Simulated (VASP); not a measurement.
# Te6Mo3H (a cell with a defect) in VASP: notebook, part 2 of 2

VASP 6.6.1.

**3. Single point, PBEsol+D3(BJ)**

Contents of INCAR:

```
PREC = Accurate
ENCUT = 400
EDIFF = 1E-6
ISMEAR = 0
SIGMA = 0.05
LREAL = F
LASPH = T
NELM = 120
ALGO = Normal
ISIF = 2
LWAVE = F
LCHARG = F
GGA = PS
IVDW = 12
NBANDS = 50
GGA_COMPAT = F
```

Contents of KPOINTS:

```
regular mesh
0
Gamma
  9 9 2
```

Contents of POSCAR:

```
Te6Mo3H
1.0
    3.4334342720      0.0000000000      0.0000000000
   -1.7167171360      2.9734413017      0.0000000000
    0.0000000000      0.0000000000     20.7704294686
Te Mo H
6 3 1
Direct
    0.0000000000      0.0000000000      0.9125759363
    0.3333333333      0.6666666667      0.5917818730
    0.3333333333      0.6666666667      0.2333053354
    0.3333333333      0.6666666667      0.7666946646
    0.3333333333      0.6666666667      0.4082181270
    0.0000000000      0.0000000000      0.0874240637
    0.0000000000      0.0000000000      0.6791511892
    0.0000000000      0.0000000000      0.3208488108
    0.3333333333      0.6666666667      0.0000000000
    0.0310235033      0.0571784183      0.4190103014
```

Potentials or basis: VASP PAW PBE potentials, release 64 (Te, Mo_sv, H).

The run is started by

```sh
$ cat potpaw_PBE.64/Te/POTCAR potpaw_PBE.64/Mo_sv/POTCAR potpaw_PBE.64/H/POTCAR > POTCAR
$ mpirun -np 1 vasp_std > vasp.out
```

OUTCAR:

```text
PREC = Accurate
   ENCUT = 400
   EDIFF = 1E-6
   ISMEAR = 0
   LREAL = F
   LASPH = T
   NELM = 120
   ISIF = 2
   GGA = PS
   IVDW = 12
 IVDW          = 12

 ion  position               nearest neighbor table
   1  0.000  0.000  0.913-   9 2.69   9 2.69   9 2.69   4 3.62   4 3.62   4 3.62   6 3.63
   2  0.333  0.667  0.592-   7 2.69   7 2.69   7 2.69   4 3.63
   3  0.333  0.667  0.233-   8 2.69   8 2.69   8 2.69   6 3.62   6 3.62   6 3.62   5 3.63
   4  0.333  0.667  0.767-   7 2.69   7 2.69   7 2.69   1 3.62   1 3.62   1 3.62   2 3.63
   5  0.333  0.667  0.408-  10 1.83  10 2.08  10 2.09   8 2.69   8 2.69   8 2.69   3 3.63
   6  0.000  0.000  0.087-   9 2.69   9 2.69   9 2.69   3 3.62   3 3.62   3 3.62   1 3.63
   7  0.000  0.000  0.679-   2 2.69   2 2.69   2 2.69   4 2.69   4 2.69   4 2.69
   8  0.000  0.000  0.321-  10 2.05   5 2.69   5 2.69   5 2.69   3 2.69   3 2.69   3 2.69
   9  0.333  0.667  0.000-   1 2.69   6 2.69   1 2.69   6 2.69   1 2.69   6 2.69
  10  0.031  0.057  0.419-   5 1.83   8 2.05   5 2.08   5 2.09

  LATTYP: Found a hexagonal cell.
 ALAT       =     3.4334342720
 C/A-ratio  =     6.0494617992

  Lattice vectors:

 A1 = (   3.4334342720,   0.0000000000,   0.0000000000)
 A2 = (  -1.7167171360,   2.9734413017,   0.0000000000)
 A3 = (   0.0000000000,   0.0000000000,  20.7704294686)

Analysis of symmetry for initial positions (statically):
=====================================================================
 Subroutine PRICEL returns:
 Original cell was already a primitive cell.

 Routine SETGRP: Setting up the symmetry group for a
 hexagonal supercell.

 Subroutine GETGRP returns: Found  1 space group operations
 (whereof  1 operations were pure point group operations)
 out of a pool of 24 trial point group operations.

The static configuration has the point symmetry C_1 .

Analysis of symmetry for dynamics (positions and initial velocities):
=====================================================================
 Subroutine PRICEL returns:
 Original cell was already a primitive cell.

 Routine SETGRP: Setting up the symmetry group for a
 hexagonal supercell.

 Subroutine GETGRP returns: Found  1 space group operations
 (whereof  1 operations were pure point group operations)
 out of a pool of 24 trial point group operations.

The dynamic configuration has the point symmetry C_1 .

 Subroutine INISYM returns: Found  1 space group operations
 (whereof  1 operations are pure point group operations),
 and found     1 'primitive' translations

----------------------------------------------------------------------------------------

                                     Primitive cell

  volume of cell :     212.0477

  direct lattice vectors                    reciprocal lattice vectors
     3.433434272  0.000000000  0.000000000     0.291253573  0.168155329  0.000000000
    -1.716717136  2.973441302  0.000000000     0.000000000  0.336310658  0.000000000
     0.000000000  0.000000000 20.770429469     0.000000000  0.000000000  0.048145369

  length of vectors
     3.433434272  3.433434272 20.770429469     0.336310658  0.336310658  0.048145369

  position of ions in fractional coordinates (direct lattice)
[... 75 lines left out ...]
 -0.111111  0.444444  0.000000      2.000000
 [... further k-points ...]
   k-points           NKPTS =     82   k-points in BZ     NKDIM =     82   number of bands    NBANDS=     50
   number of dos      NEDOS =    301   number of ions     NIONS =     10
   total plane-waves  NPLWV =  80640
   dimension x,y,z NGX =    24 NGY =   24 NGZ =  140
   dimension x,y,z NGXF=    48 NGYF=   48 NGZF=  280
   ions per type =               6   3   1
   NGX,Y,Z   is equivalent  to a cutoff of  11.62, 11.62, 11.21 a.u.
   NGXF,Y,Z  is equivalent  to a cutoff of  23.24, 23.24, 22.41 a.u.
 SYSTEM =  unknown system
   PREC   = accura    normal or accurate (medium, high low for compatibility)
   ISTART =      0    job   : 0-new  1-cont  2-samecut
   ICHARG =      2    charge: 1-file 2-atom 10-const
   ISPIN  =      1    spin polarized calculation?
   LNONCOLLINEAR =      F non collinear calculations
   LSORBIT =      F    spin-orbit coupling
   LASPH  =      T    aspherical Exc in radial PAW
   ENCUT  =  400.0 eV  29.40 Ry    5.42 a.u.   5.60  5.60 33.87*2*pi/ulx,y,z
   NELM   =    120;   NELMIN=  2; NELMDL= -5     # of ELM steps
   EDIFF  = 0.1E-05   stopping-criterion for ELM
   LREAL  =      F    real-space projection
   EDIFFG = 0.1E-04   stopping-criterion for IOM
   NSW    =      0    number of steps for IOM
   IBRION =     -1    ionic relax: 0-MD 1-quasi-New 2-CG
   NFREE  =      0    steps in history (QN), initial steepest desc. (CG)
   ISIF   =      2    stress and relaxation
   ISYM   =      2    0-nonsym 1-usesym 2-fastsym
   POTIM  = 0.5000    time-step for ionic-motion
   TEBEG  =    0.0;   TEEND  =   0.0 temperature during run
   PSTRESS=    0.0 pullay stress
   NELECT =      79.0000    total number of electrons
   NUPDOWN=      -1.0000    fix difference up-down
   EMIN   =  10.00;   EMAX   =-10.00  energy-range for DOS
   EFERMI =   0.00;   METHOD = LEGACY
   ISMEAR =     0;   SIGMA  =   0.05  broadening in eV -4-tet -1-fermi 0-gaus
   EFERMI_NEDOS =   21; number of points for ismear=-14 and -15
   IALGO  =     38    algorithm
   IMIX   =      4    mixing-type and parameters
     AMIX     =   0.40;   BMIX     =  1.00
     AMIX_MAG =   1.60;   BMIX_MAG =  1.00
  volume/ion in A,a.u.               =      21.20       143.10
  Fermi-wavevector in a.u.,A,eV,Ry     =   1.177984  2.226067 18.880069  1.387646
  Thomas-Fermi vector in A             =   2.314321
   LORBIT       =      0    0 simple, 1 ext, 2 COOP (PROOUT), +10 PAW based schemes
   GGA     = PS    functional components
   LHFCALC =     F    Hartree Fock is set to
   AEXX    =    0.0000 exact exchange contribution
   IVDW    =    12    specifies the selected vdW correction
   LEPSILON=     F    determine dielectric tensor
   LRPA    =     F    only Hartree local field effects (RPA)
 non-spin polarized calculation
 Gauss-broadening in eV      SIGMA  =   0.05
  energy-cutoff  :      400.00
  volume of cell :      212.05
 maximum number of plane-waves:      3908
   NGX = 11   NGY = 11   NGZ = 67

 number of electron      78.9999990 magnetization

 Free energy of the ion-electron system (eV)
  ---------------------------------------------------
  ext. energy  EPLUGINS =         0.00000000
  ---------------------------------------------------
  free energy    TOTEN  =       -59.78887037 eV

  energy without entropy =      -59.78244050  energy(sigma->0) =      -59.78565544

 E-fermi :   9.6328     XC(G=0): -10.9246

 val. band max:        9.6270888394   @ k =   0.4444  -0.1111   0.0000
 cond. band min:       9.6398784980   @ k =  -0.3333   0.3333   0.5000
 fundamental gap:      0.0127896586
 Fermi energy:         9.6328278430

 k-point     1 :       0.0000    0.0000    0.0000
  band No.  band energies     occupation
      1     -51.9341      2.00000
      2     -51.5556      2.00000
      3     -51.4874      2.00000
      4     -26.2978      2.00000
      5     -25.9916      2.00000
      6     -25.9744      2.00000
[... 1261 lines left out ...]
     49      12.0926      0.00000
     50      12.2717      0.00000

 [... further k-points ...]

------------------------ aborting loop because EDIFF is reached ----------------------------------------

 Edisp (eV)   -5.03283

 E8    (eV) :    -3.4257

  FORCE on cell =-STRESS in cart. coord.  units (eV):
  Direction    XX          YY          ZZ          XY          YZ          ZX
  --------------------------------------------------------------------------------------
  -------------------------------------------------------------------------------------
  Total       3.54388     4.74711     2.11550    -0.02507     0.59396     0.02299
  in kB      26.77661    35.86794    15.98418    -0.18945     4.48780     0.17370
  external pressure =       26.21 kB  Pullay stress =        0.00 kB

 VOLUME and BASIS-vectors are now :
 -----------------------------------------------------------------------------
  energy-cutoff  :      400.00
  volume of cell :      212.05
      direct lattice vectors                 reciprocal lattice vectors
     3.433434272  0.000000000  0.000000000     0.291253573  0.168155329  0.000000000
    -1.716717136  2.973441302  0.000000000     0.000000000  0.336310658  0.000000000
     0.000000000  0.000000000 20.770429469     0.000000000  0.000000000  0.048145369

 POSITION                                       TOTAL-FORCE (eV/Angst)
 -----------------------------------------------------------------------------------
      0.00000      0.00000     18.95459         0.000017      0.000407     -0.050309
     -0.00000      1.98229     12.29156        -0.000085     -0.002581     -0.109826
     -0.00000      1.98229      4.84585         0.001556      0.019201     -0.405758
     -0.00000      1.98229     15.92458        -0.000046      0.000041      0.023512
     -0.00000      1.98229      8.47887         0.017780      0.673081      1.532524
      0.00000      0.00000      1.81584        -0.000010      0.000447      0.034892
      0.00000      0.00000     14.10626         0.000032     -0.001821      0.022072
      0.00000      0.00000      6.66417        -0.015591     -0.401943     -0.645771
     -0.00000      1.98229      0.00000        -0.000242     -0.003174      0.025577
      0.00836      0.17002      8.70302        -0.003410     -0.283657     -0.426913
 -----------------------------------------------------------------------------------
    total drift:                                0.000020     -0.000024     -0.000075

  FREE ENERGIE OF THE ION-ELECTRON SYSTEM (eV)
  ---------------------------------------------------
  free  energy   TOTEN  =       -64.8216964952 eV

  energy  without entropy=      -64.8152666313  energy(sigma->0) =      -64.81848156
```

Wall time 7.7 min (1 thread of Intel Xeon 6975P-C (Granite Rapids), shared host); peak memory 0.59 GiB.

What came out:

```
Free energy                : -64.8217 eV
Pressure                   : 2.6 GPa
Largest force              : 1.674 eV/Å
Band gap on the k mesh     : zero (an odd number of electrons rules out a gap without spin polarisation)
Dispersion energy per atom : -0.503 eV
```

Forces on the atoms (eV/Å):
```
Te   0.000  0.000 -0.050
Te   0.000 -0.003 -0.110
Te   0.002  0.019 -0.406
Te   0.000  0.000  0.024
Te   0.018  0.673  1.533
Te   0.000  0.000  0.035
Mo   0.000 -0.002  0.022
Mo  -0.016 -0.402 -0.646
Mo   0.000 -0.003  0.026
H   -0.003 -0.284 -0.427
```

Levels at points of the mesh, in eV from the Fermi level:
```
           k point  band 37  band 38  band 39  band 40  band 41  band 42  band 43  band 44
(0.00, 0.00, 0.00)    -1.41    -0.95    -0.37     0.74     1.71     1.76     2.29     2.34
(0.00, 0.00, 0.50)    -1.41    -0.95    -0.37     0.73     1.71     1.76     2.29     2.34
```

Caveat: the PAW data sets were made with another functional, which shifts forces and pressure a little; spin-orbit coupling is left out, which moves the levels of the heavy elements.

**4. Single point, PBEsol+D3(BJ)**

INCAR is that of step 3.

KPOINTS is that of step 3.

Changes to POSCAR since step 3:

```diff
@@ -17,2 +17,2 @@
     0.3333333333      0.6666666667      0.0000000000
-    0.0310235033      0.0571784183      0.4190103014
+   -0.4689764967     -0.5261549150      0.9190103014
```

The run is started by

```sh
$ cat potpaw_PBE.64/Te/POTCAR potpaw_PBE.64/Mo_sv/POTCAR potpaw_PBE.64/H/POTCAR > POTCAR
$ mpirun -np 1 vasp_std > vasp.out
```

Wall time 6.2 min (1 thread of Intel Xeon 6975P-C (Granite Rapids), shared host); peak memory 0.59 GiB.

It converged, with:

```
Free energy                : -64.6593 eV
Pressure                   : 3.5 GPa
Largest force              : 1.817 eV/Å
Band gap on the k mesh     : zero (an odd number of electrons rules out a gap without spin polarisation)
Dispersion energy per atom : -0.504 eV
```

Forces on the atoms (eV/Å):
```
Te   0.001  0.144 -1.811
Te  -0.002  0.001 -0.058
Te  -0.015  0.009 -0.057
Te   0.018 -0.010  0.055
Te  -0.002  0.001  0.049
Te   0.033 -0.020  0.322
Mo   0.009 -0.005  0.060
Mo   0.003 -0.002  0.007
Mo  -0.095  0.065  1.112
H    0.052 -0.184  0.322
```

Stress tensor (GPa, compression positive):
```
 2.29  3.23 -0.18
 3.23  6.05  0.09
-0.18  0.09  2.16
```

Levels at points of the mesh, in eV from the Fermi level:
| k point | band 35 | band 36 | band 37 | band 38 | band 39 | band 40 | band 41 | band 42 | band 43 | band 44 |
| --- | --- | --- | --- | --- | --- | --- | --- | --- | --- | --- |
| (0.00, 0.00, 0.00) | -1.56 | -1.56 | -1.36 | -0.88 | -0.65 | 0.14 | 1.20 | 2.14 | 2.36 | 2.55 |
| (0.00, 0.00, 0.50) | -1.56 | -1.56 | -1.31 | -0.88 | -0.65 | 0.14 | 1.20 | 2.14 | 2.36 | 2.52 |

Caveat: the PAW data sets were made with another functional, which shifts forces and pressure a little; spin-orbit coupling is left out, which moves the levels of the heavy elements.

**5. Single point, PBEsol+D3(BJ)**

Contents of INCAR:

```
SYSTEM = Te6Mo3H
PREC = Accurate
ENCUT = 400
EDIFF = 1E-6
ISMEAR = 0
SIGMA = 0.05
LREAL = .False.
LASPH = .True.
NELM = 120
ALGO = Normal
ISIF = 2
LWAVE = .False.
LCHARG = .True.
GGA = PS
IVDW = 12
LELF = .True.
LVHAR = .True.
NBANDS = 50
GGA_COMPAT = .False.
```

Contents of KPOINTS:

```
regular mesh
0
Gamma
  9 9 2
  0 0 0
```

Changes to POSCAR since step 4:

```diff
@@ -17,2 +17,2 @@
     0.3333333333      0.6666666667      0.0000000000
-   -0.4689764967     -0.5261549150      0.9190103014
+   -0.1356431633      0.1405117517      0.5856769680
```

The run is started by

```sh
$ cat potpaw_PBE.64/Te/POTCAR potpaw_PBE.64/Mo_sv/POTCAR potpaw_PBE.64/H/POTCAR > POTCAR
$ mpirun -np 1 vasp_std > vasp.out
```

Run time: 6.6 min. Hardware: 1 thread of Intel Xeon 6975P-C (Granite Rapids), shared host; peak memory 0.59 GiB.

The run converged. Its results:

* Free energy: -64.6404 eV
* Pressure: 3.4 GPa
* Largest force: 1.561 eV/Å
* Band gap on the k mesh: zero (an odd number of electrons rules out a gap without spin polarisation)
* Dispersion energy per atom: -0.503 eV

Forces on the atoms (eV/Å):
```
Te   0.012 -0.007 -0.042
Te  -0.635  0.507 -1.333
Te  -0.002  0.001 -0.038
Te  -0.022  0.014  0.263
Te   0.000  0.000  0.092
Te   0.002 -0.001  0.045
Mo   0.519 -0.304  1.203
Mo   0.000  0.000  0.010
Mo  -0.001  0.000  0.007
H    0.127 -0.209 -0.208
```

Stress tensor (GPa, compression positive):
```
 2.21  2.96  0.71
 2.96  5.69 -0.40
 0.71 -0.40  2.16
```

Levels at points of the mesh, in eV from the Fermi level:
| k point | band 37 | band 38 | band 39 | band 40 | band 41 | band 42 | band 43 | band 44 |
| --- | --- | --- | --- | --- | --- | --- | --- | --- |
| (0.00, 0.00, 0.00) | -1.46 | -0.67 | -0.40 | 0.69 | 1.31 | 2.07 | 2.44 | 2.58 |
| (0.00, 0.00, 0.50) | -1.44 | -0.67 | -0.40 | 0.69 | 1.31 | 2.07 | 2.44 | 2.58 |

Caveat: the PAW data sets were made with another functional, which shifts forces and pressure a little; spin-orbit coupling is left out, which moves the levels of the heavy elements.

**6. Summary**

```tsv
cell	gap on the mesh (eV)	pressure (GPa)	largest force (eV/Å)
as given, atomic positions A	none	4.4	10.37
as given, atomic positions B	none	2.6	1.67
as given, atomic positions C	none	3.5	1.82
as given, atomic positions D	none	3.4	1.56
```

Alike in all rows: task single point; level PBEsol+D3(BJ); potentials or basis VASP PAW PBE potentials, release 64 (Te, Mo_sv, H); no spin polarisation; k mesh 9 × 9 × 2; cutoff (eV) 400; smearing gaussian 0.05 eV.

Caveats: the PAW data sets were made with another functional, which shifts forces and pressure a little; spin-orbit coupling is left out, which moves the levels of the heavy elements.

Total energies depend on the potentials used, so only differences within one code and one set of settings carry meaning.
